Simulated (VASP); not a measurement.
# Te2Mo (P6_3/mmc) in VASP: further runs

Te2Mo is run at these levels: PBE; tasks: relaxation of cell and atoms, relaxation of shape and atoms at fixed volume.

Program: VASP 6.6.1. These are calculated values, not measurements. Logs are shortened: lines on timing, memory, paths and dates and some standing lists are left out, and cuts for length are marked.

## (1) The cell of the first run

Symmetry: P6_3/mmc, No. 194, hexagonal system. The conventional cell has a = 3.557 Å, b = 3.557 Å, c = 15.205 Å, α = 90.00°, β = 90.00°, γ = 120.00°. Te (site symmetry 3m) has 3 Mo at 2.74 Å and 7 Te at 3.56 to 3.62 Å within 3.7 Å. Mo (site symmetry -6m2) has 6 Te at 2.74 Å and 6 Mo at 3.56 Å within 3.6 Å.

## (2) Relaxation of cell and atoms, PBE

File INCAR:

```
SYSTEM = Te2Mo
PREC     = Accurate       ! precision mode
ENCUT    = 500            ! plane-wave cutoff, eV
EDIFF    = 1E-7           ! SCF threshold, eV
ISMEAR   = 0              ! smearing method
SIGMA    = 0.01           ! smearing width, eV
LREAL    = .FALSE.        ! projectors in reciprocal space
LASPH    = .TRUE.         ! aspherical terms in the spheres
NELM     = 120            ! most SCF steps
ALGO     = Normal         ! electronic algorithm
ISIF     = 3              ! what is computed and relaxed
LWAVE    = .FALSE.        ! write WAVECAR
LCHARG   = .FALSE.        ! write CHGCAR
GGA      = PE             ! functional
IBRION   = 2              ! ionic algorithm
NSW      = 80             ! ionic steps
EDIFFG   = -0.001         ! ionic threshold
GGA_COMPAT= .FALSE.      
NELMIN   = 4
```

File KPOINTS:

```
Automatic mesh
0
G
  12 12 2
  0 0 0
```

File POSCAR:

```
Te2Mo
1.0
    3.5570665033      0.0000000000      0.0000000000
   -1.7785332516      3.0805099548      0.0000000000
    0.0000000000      0.0000000000     15.2047167558
Te Mo
4 2
Direct
    0.3333333333      0.6666666667      0.6310943400
    0.6666666667      0.3333333333      0.1310943400
    0.3333333333      0.6666666667      0.8689056600
    0.6666666667      0.3333333333      0.3689056600
    0.3333333333      0.6666666667      0.2500000000
    0.6666666667      0.3333333333      0.7500000000
```

Potentials or basis: VASP PAW PBE potentials, release 64 (Te, Mo_sv).

Started as:

```console
$ cat potpaw_PBE.64/Te/POTCAR potpaw_PBE.64/Mo_sv/POTCAR > POTCAR
$ mpirun -np 1 vasp_std > vasp.out
```

OUTCAR:

```text
SYSTEM = Te2Mo
   PREC = Accurate
   ENCUT = 500
   EDIFF = 1E-7
   ISMEAR = 0
   LREAL = .FALSE.
   LASPH = .TRUE.
   NELM = 120
   ISIF = 3
   GGA = PE
   IBRION = 2
   NSW = 80
   EDIFFG = -0.001
   NELMIN = 4

 ion  position               nearest neighbor table
   1  0.333  0.667  0.631-   6 2.74   6 2.74   6 2.74   3 3.62
   2  0.667  0.333  0.131-   5 2.74   5 2.74   5 2.74   4 3.62
   3  0.333  0.667  0.869-   6 2.74   6 2.74   6 2.74   1 3.62
   4  0.667  0.333  0.369-   5 2.74   5 2.74   5 2.74   2 3.62
   5  0.333  0.667  0.250-   2 2.74   4 2.74   2 2.74   4 2.74   2 2.74   4 2.74
   6  0.667  0.333  0.750-   1 2.74   3 2.74   1 2.74   3 2.74   1 2.74   3 2.74

  LATTYP: Found a hexagonal cell.
 ALAT       =     3.5570665033
 C/A-ratio  =     4.2745101172

  Lattice vectors:

 A1 = (   3.5570665033,   0.0000000000,   0.0000000000)
 A2 = (  -1.7785332516,   3.0805099548,   0.0000000000)
 A3 = (   0.0000000000,   0.0000000000,  15.2047167558)

Analysis of symmetry for initial positions (statically):
=====================================================================
 Subroutine PRICEL returns:
 Original cell was already a primitive cell.

 Routine SETGRP: Setting up the symmetry group for a
 hexagonal supercell.

 Subroutine GETGRP returns: Found 24 space group operations
 (whereof 12 operations were pure point group operations)
 out of a pool of 24 trial point group operations.

The static configuration has the point symmetry D_3d.
 The point group associated with its full space group is D_6h.

Analysis of symmetry for dynamics (positions and initial velocities):
=====================================================================
 Subroutine PRICEL returns:
 Original cell was already a primitive cell.

 Routine SETGRP: Setting up the symmetry group for a
 hexagonal supercell.

 Subroutine GETGRP returns: Found 24 space group operations
 (whereof 12 operations were pure point group operations)
 out of a pool of 24 trial point group operations.

The dynamic configuration has the point symmetry D_3d.
 The point group associated with its full space group is D_6h.

 Subroutine INISYM returns: Found 24 space group operations
 (whereof 12 operations are pure point group operations),
 and found     1 'primitive' translations

----------------------------------------------------------------------------------------

                                     Primitive cell

  volume of cell :     166.6069

  direct lattice vectors                    reciprocal lattice vectors
     3.557066503  0.000000000  0.000000000     0.281130532  0.162310789  0.000000000
    -1.778533252  3.080509955  0.000000000     0.000000000  0.324621577  0.000000000
     0.000000000  0.000000000 15.204716756     0.000000000  0.000000000  0.065769065

  length of vectors
     3.557066503  3.557066503 15.204716756     0.324621577  0.324621577  0.065769065

  position of ions in fractional coordinates (direct lattice)
     0.333333333  0.666666667  0.631094340
     0.666666667  0.333333333  0.131094340
     0.333333333  0.666666667  0.868905660
     0.666666667  0.333333333  0.368905660
     0.333333333  0.666666667  0.250000000
     0.666666667  0.333333333  0.750000000

  ion indices of the primitive-cell ions
   primitive index   ion index
                 1           1
                 2           2
                 3           3
                 4           4
                 5           5
                 6           6

----------------------------------------------------------------------------------------

 KPOINTS: Automatic mesh

Automatic generation of k-mesh.
 Grid dimensions read from file:
 generate k-points for:   12   12    2

 Generating k-lattice:

  Cartesian coordinates                     Fractional coordinates (reciprocal lattice)
     0.023427544  0.013525899  0.000000000     0.083333333  0.000000000  0.000000000
     0.000000000  0.027051798  0.000000000     0.000000000  0.083333333  0.000000000
     0.000000000  0.000000000  0.032884532     0.000000000  0.000000000  0.500000000

[... 45 lines left out ...]
   AEXX    =    0.0000 exact exchange contribution
   IVDW    =     0    specifies the selected vdW correction
   LEPSILON=     F    determine dielectric tensor
   LRPA    =     F    only Hartree local field effects (RPA)
 conjugate gradient relaxation of ions
 non-spin polarized calculation
 Gauss-broadening in eV      SIGMA  =   0.01
  energy-cutoff  :      500.00
  volume of cell :      166.61
 maximum number of plane-waves:      4291
 NGX is ok and might be reduce to    28
   NGX = 13   NGY = 13   NGZ = 55

--------------------------------------- Ionic step        1  -------------------------------------------

 number of electron      51.9999998 magnetization

 Free energy of the ion-electron system (eV)
  ---------------------------------------------------
  ext. energy  EPLUGINS =         0.00000000
  ---------------------------------------------------
  free energy    TOTEN  =       -36.07506787 eV

  energy without entropy =      -36.07506787  energy(sigma->0) =      -36.07506787

------------------------ aborting loop because EDIFF is reached ----------------------------------------

  FORCE on cell =-STRESS in cart. coord.  units (eV):
  Direction    XX          YY          ZZ          XY          YZ          ZX
  --------------------------------------------------------------------------------------
  -------------------------------------------------------------------------------------
  Total       -0.0140894     -0.0140894      0.1164992     -0.0000000      0.0000000     -0.0000000
  in kB       -0.1354913     -0.1354913      1.1203165     -0.0000000      0.0000000     -0.0000000
  external PRESSURE =       0.2831113 kB  Pullay stress =       0.0000000 kB
[... 101 lines left out ...]
  FREE ENERGIE OF THE ION-ELECTRON SYSTEM (eV)
  ---------------------------------------------------
  free  energy   TOTEN  =       -36.0751053656 eV

  energy  without entropy=      -36.0751053656  energy(sigma->0) =      -36.07510537

[... ionic steps 4 to 24 ...]

--------------------------------------- Ionic step       25  -------------------------------------------

 number of electron      51.9999999 magnetization

------------------------ aborting loop because EDIFF is reached ----------------------------------------

  FORCE on cell =-STRESS in cart. coord.  units (eV):
  Direction    XX          YY          ZZ          XY          YZ          ZX
  --------------------------------------------------------------------------------------
  -------------------------------------------------------------------------------------
  Total        0.0201228      0.0201228      0.0086687      0.0000000      0.0000000      0.0000000
  in kB        0.1922821      0.1922821      0.0828333      0.0000000      0.0000000      0.0000000
  external PRESSURE =       0.1557992 kB  Pullay stress =       0.0000000 kB
[... 65 lines left out ...]
  energy  without entropy=      -36.0752179480  energy(sigma->0) =      -36.07521795

--------------------------------------- Ionic step       27  -------------------------------------------

 number of electron      51.9999999 magnetization

 Free energy of the ion-electron system (eV)
  ---------------------------------------------------
  ext. energy  EPLUGINS =         0.00000000
  ---------------------------------------------------
  free energy    TOTEN  =       -36.07521805 eV

  energy without entropy =      -36.07521805  energy(sigma->0) =      -36.07521805

 E-fermi :   6.8459     XC(G=0):  -9.7386

 val. band max:        6.6510904336   @ k =   0.3333   0.3333   0.0000
 cond. band min:       7.6649913583   @ k =   0.2500   0.1667   0.0000
 fundamental gap:      1.0139009247
 Fermi energy:         6.8459360611

 k-point     1 :       0.0000    0.0000    0.0000
  band No.  band energies     occupation
      1     -54.0819      2.00000
      2     -54.0819      2.00000
      3     -28.2272      2.00000
      4     -28.2272      2.00000
      5     -28.1237      2.00000
      6     -28.1237      2.00000
[... 805 lines left out ...]
     30       8.3285      0.00000
     31       9.3148      0.00000

 [... further k-points ...]
[... 5 lines left out ...]
  --------------------------------------------------------------------------------------
  -------------------------------------------------------------------------------------
  Total        0.0040715      0.0040715     -0.0046811      0.0000000     -0.0000000      0.0000000
  in kB        0.0388962      0.0388962     -0.0447198      0.0000000     -0.0000000      0.0000000
  external PRESSURE =       0.0110242 kB  Pullay stress =       0.0000000 kB
[... 21 lines left out ...]
  FREE ENERGIE OF THE ION-ELECTRON SYSTEM (eV)
  ---------------------------------------------------
  free  energy   TOTEN  =       -36.0752180475 eV

  energy  without entropy=      -36.0752180475  energy(sigma->0) =      -36.07521805

 reached required accuracy - stopping structural energy minimisation
```

It took 50 min on 1 thread of Intel Xeon 6975P-C (Granite Rapids), shared host; peak memory 0.4 GiB.

What came out:

```yaml
Free_energy: -36.0752 eV
Relaxed_volume: 27.95 Å³/atom
Relaxed_cell: a = 3.556 Å, b = 3.556 Å, c = 15.319 Å, α = 90.00°, β = 90.00°, γ = 120.00°
Space_group_after_relaxing_to_0.1_Å: P6_3/mmc (No. 194)
Energy_gained_by_relaxing: 0.0 meV/atom
Ionic_steps: 27
Pressure_after_relaxing: 0.0 GPa
Band_gap_on_the_k_mesh: 1.01 eV (least direct gap 1.03 eV)
```

The path:
```
step  energy change (eV)  largest force (eV/Å)  pressure (GPa)  volume (Å³)
   1              0.0000                0.0113            0.03       166.61
   2              0.0000                0.0162           -0.07       166.73
   3              0.0000                0.0039           -0.03       166.67
   4             -0.0001                0.0022            0.01       166.59
   5             -0.0001                0.0022            0.01       166.59
   6             -0.0001                0.0045            0.00       166.62
   7             -0.0001                0.0069           -0.01       166.64
   8             -0.0001                0.0068            0.00       166.64
   9             -0.0001                0.0063            0.00       166.66
  10             -0.0001                0.0055            0.00       166.69
  11             -0.0001                0.0041            0.02       166.74
  12             -0.0001                0.0013            0.04       166.85
  13             -0.0001                0.0002            0.05       166.90
  14             -0.0001                0.0000            0.05       166.92
  15             -0.0001                0.0005            0.04       166.96
  16             -0.0001                0.0014            0.04       167.04
  17             -0.0001                0.0034            0.02       167.21
  18             -0.0001                0.0073            0.00       167.54
  19             -0.0001                0.0045            0.00       167.58
  20             -0.0001                0.0017            0.01       167.68
  21             -0.0001                0.0015            0.01       167.68
  22             -0.0001                0.0014            0.01       167.63
  23             -0.0001                0.0004            0.01       167.66
  24             -0.0001                0.0008            0.02       167.67
  25             -0.0001                0.0012            0.02       167.67
  26             -0.0002                0.0003            0.00       167.71
  27             -0.0002                0.0005            0.00       167.71
```

Final structure:
```cif
data_structure
_symmetry_space_group_name_H-M 'P 1'
_symmetry_Int_Tables_number 1
_cell_length_a 3.5555
_cell_length_b 3.5555
_cell_length_c 15.3186
_cell_angle_alpha 90.000
_cell_angle_beta 90.000
_cell_angle_gamma 120.000
_cell_volume 167.71
loop_
_atom_site_label
_atom_site_type_symbol
_atom_site_fract_x
_atom_site_fract_y
_atom_site_fract_z
_atom_site_occupancy
Te1 Te 0.33333 0.66667 0.63188 1
Te2 Te 0.66667 0.33333 0.13188 1
Te3 Te 0.33333 0.66667 0.86812 1
Te4 Te 0.66667 0.33333 0.36812 1
Mo1 Mo 0.33333 0.66667 0.25000 1
Mo2 Mo 0.66667 0.33333 0.75000 1
```

Caveat: spin-orbit coupling is left out, which moves the levels of the heavy elements; this functional lacks dispersion, which binds the layers, so the pressure and a relaxed spacing across them are unreliable. A k mesh can miss the band edges.

## (3) Relaxation of shape and atoms at fixed volume, PBE (29.43 Å³/atom)

This run uses another cell than the first one, of 29.43 Å³/atom.

File INCAR:

```
  PREC = Accurate
  ENCUT = 600
  EDIFF = 1E-6
  ISMEAR = 0
  SIGMA = 0.02
  LREAL = F
  LASPH = T
  NELM = 80
  ALGO = Normal
  ISIF = 4
  LWAVE = F
  LCHARG = F
  GGA = PE
  IBRION = 2
  NSW = 50
  EDIFFG = -0.01
```

File KPOINTS:

```
Automatic mesh
0
Gamma
  12 12 2
```

File POSCAR:

```
Te2Mo
1.0
    3.5910149732      0.0000000000      0.0000000000
   -1.7955074866      3.1099101921      0.0000000000
    0.0000000000      0.0000000000     15.8137088010
Te Mo
4 2
Direct
    0.3333333333      0.6666666667      0.6345851456
    0.6666666667      0.3333333333      0.1345851456
    0.3333333333      0.6666666667      0.8654148544
    0.6666666667      0.3333333333      0.3654148544
    0.3333333333      0.6666666667      0.2500000000
    0.6666666667      0.3333333333      0.7500000000
```

Potentials or basis: VASP PAW PBE potentials, release 64 (Te, Mo_sv).

Started as:

```console
$ cat potpaw_PBE.64/Te/POTCAR potpaw_PBE.64/Mo_sv/POTCAR > POTCAR
$ mpirun -np 1 vasp_std > vasp.out
```

Wall time 39 min (1 thread of Intel Xeon 8259CL, shared host); peak memory 0.49 GiB.

Results (log left out):

```
Free energy               : -36.0718 eV
Energy gained by relaxing : 5.5 meV/atom
Ionic steps               : 9
Pressure after relaxing   : -0.2 GPa
Band gap on the k mesh    : 1.05 eV
```

The path:
| step | energy change (eV) | largest force (eV/Å) | pressure (GPa) | volume (Å³) |
| --- | --- | --- | --- | --- |
| 1 | 0.0000 | 0.3609 | -2.26 | 176.60 |
| 2 | -0.0159 | 0.1090 | -1.41 | 176.60 |
| 3 | -0.0166 | 0.0441 | -1.19 | 176.60 |
| 4 | -0.0248 | 0.0285 | -0.87 | 176.60 |
| 5 | -0.0331 | 0.0135 | -0.07 | 176.60 |
| 6 | -0.0331 | 0.0125 | -0.09 | 176.60 |
| 7 | -0.0331 | 0.0114 | -0.12 | 176.60 |
| 8 | -0.0331 | 0.0117 | -0.19 | 176.60 |
| 9 | -0.0331 | 0.0005 | -0.15 | 176.60 |

Final structure:
```
Te Mo
1.0
     3.55816    0.00000    0.00000
    -1.77908    3.08146    0.00000
     0.00000    0.00000   16.10708
Te Mo
4 2
Cartesian
  0.0000 2.0543 10.2718
  1.7791 1.0272 2.2183
  0.0000 2.0543 13.8888
  1.7791 1.0272 5.8353
  0.0000 2.0543 4.0268
  1.7791 1.0272 12.0803
```

Levels at points of the mesh, in eV from the valence-band top:
```tsv
k point	band 22	band 23	band 24	band 25	band 26	band 27	band 28	band 29	band 30	band 31
(0.00, 0.00, 0.00)	-0.90	-0.90	-0.90	-0.68	-0.22	3.00	3.00	3.02	3.02	3.27
(0.50, 0.00, 0.00)	-1.63	-0.76	-0.75	-0.36	-0.33	1.36	1.37	1.64	1.75	2.93
(0.00, 0.00, 0.50)	-0.90	-0.90	-0.90	-0.36	-0.36	3.01	3.01	3.01	3.01	3.28
(0.50, 0.00, 0.50)	-1.64	-0.75	-0.75	-0.35	-0.35	1.36	1.36	1.70	1.70	3.17
```

Caveat: spin-orbit coupling is left out, which moves the levels of the heavy elements; this functional lacks dispersion, which binds the layers, so the pressure and a relaxed spacing across them are unreliable.

## (4) Relaxation of cell and atoms, PBE

File INCAR:

```
  PREC = Accurate
  ENCUT = 600
  EDIFF = 1E-6
  ISMEAR = 0
  SIGMA = 0.02
  LREAL = F
  LASPH = T
  NELM = 100
  ALGO = Normal
  ISIF = 3
  LWAVE = F
  LCHARG = F
  GGA = PE
  IBRION = 2
  NSW = 100
  EDIFFG = -0.005
```

File KPOINTS:

```
regular mesh
0
Gamma
  12 12 2
```

File POSCAR:

```
Te2Mo
1.0
    3.5570665033      0.0000000000      0.0000000000
   -1.7785332516      3.0805099548      0.0000000000
    0.0000000000      0.0000000000     15.2047167558
Te Mo
4 2
Direct
    0.3333333333      0.6666666667      0.6310943400
    0.6666666667      0.3333333333      0.1310943400
    0.3333333333      0.6666666667      0.8689056600
    0.6666666667      0.3333333333      0.3689056600
    0.3333333333      0.6666666667      0.2500000000
    0.6666666667      0.3333333333      0.7500000000
```

Started as:

```console
$ cat potpaw_PBE.64/Te/POTCAR potpaw_PBE.64/Mo_sv/POTCAR > POTCAR
$ mpirun -np 1 vasp_std > vasp.out
```

Run time: 3.1 min. Hardware: 1 thread of Intel Xeon 6975P-C (Granite Rapids), shared host; peak memory 0.44 GiB.

Results (log left out):

* Free energy: -36.0751 eV
* Relaxed volume: 27.76 Å³/atom
* Relaxed cell: a = 3.556 Å, b = 3.556 Å, c = 15.213 Å, α = 90.00°, β = 90.00°, γ = 120.00°
* Space group after relaxing (to 0.1 Å): P6_3/mmc (No. 194)
* Energy gained by relaxing: 0.0 meV/atom
* Ionic steps: 2
* Pressure after relaxing: 0.0 GPa
* Band gap on the k mesh: 1.00 eV (least direct gap 1.03 eV)

Forces on the atoms (eV/Å):
```
Te   0.000  0.000  0.003
Te   0.000  0.000  0.003
Te   0.000  0.000 -0.003
Te   0.000  0.000 -0.003
Mo   0.000  0.000  0.000
Mo   0.000  0.000  0.000
```

Final structure:
```
Te Mo
1.0
     3.55555    0.00000    0.00000
    -1.77778    3.07920    0.00000
     0.00000    0.00000   15.21333
Te Mo
4 2
Direct
  0.33333 0.66667 0.63106
  0.66667 0.33333 0.13106
  0.33333 0.66667 0.86894
  0.66667 0.33333 0.36894
  0.33333 0.66667 0.25000
  0.66667 0.33333 0.75000
```

Levels at points of the mesh, in eV from the valence-band top:
```
           k point  band 24  band 25  band 26  band 27  band 28  band 29
(0.00, 0.00, 0.00)    -0.88    -0.78    -0.12     2.97     2.97     3.02
(0.50, 0.00, 0.00)    -0.79    -0.41    -0.32     1.34     1.36     1.59
(0.00, 0.00, 0.50)    -0.92    -0.26    -0.26     2.99     2.99     2.99
(0.50, 0.00, 0.50)    -0.78    -0.36    -0.36     1.35     1.35     1.68
```

Caveat: spin-orbit coupling is left out, which moves the levels of the heavy elements; this functional lacks dispersion, which binds the layers, so the pressure and a relaxed spacing across them are unreliable. Expect the measured gap to be larger: semilocal functionals such as PBE lack the derivative discontinuity.

## (5) Summary

| task | cell | cutoff (eV) | smearing | gap on the mesh (eV) | pressure (GPa) | relaxed volume (Å³/atom) |
| --- | --- | --- | --- | --- | --- | --- |
| relaxation of cell and atoms | relaxed from a = 3.557, b = 3.557, c = 15.205 Å, angles 90.0, 90.0, 120.0°, 6 atoms, atomic positions A | 500 | gaussian 0.01 eV | 1.01 | 0.0 | 27.95 |
| relaxation of shape and atoms at fixed volume | relaxed from a = 3.591, b = 3.591, c = 15.814 Å, angles 90.0, 90.0, 120.0°, 6 atoms, atomic positions B | 600 | gaussian 0.02 eV | 1.05 | -0.2 | 29.43 |
| relaxation of cell and atoms | relaxed from a = 3.557, b = 3.557, c = 15.205 Å, angles 90.0, 90.0, 120.0°, 6 atoms, atomic positions A | 600 | gaussian 0.02 eV | 1.00 | 0.0 | 27.76 |

Alike in all rows: level PBE; potentials or basis VASP PAW PBE potentials, release 64 (Te, Mo_sv); no spin polarisation; k mesh 12 × 12 × 2.

Caveats: spin-orbit coupling is left out, which moves the levels of the heavy elements; this functional lacks dispersion, which binds the layers, so the pressure and a relaxed spacing across them are unreliable.

Total energies depend on the potentials used, so only differences within one code and one set of settings carry meaning.
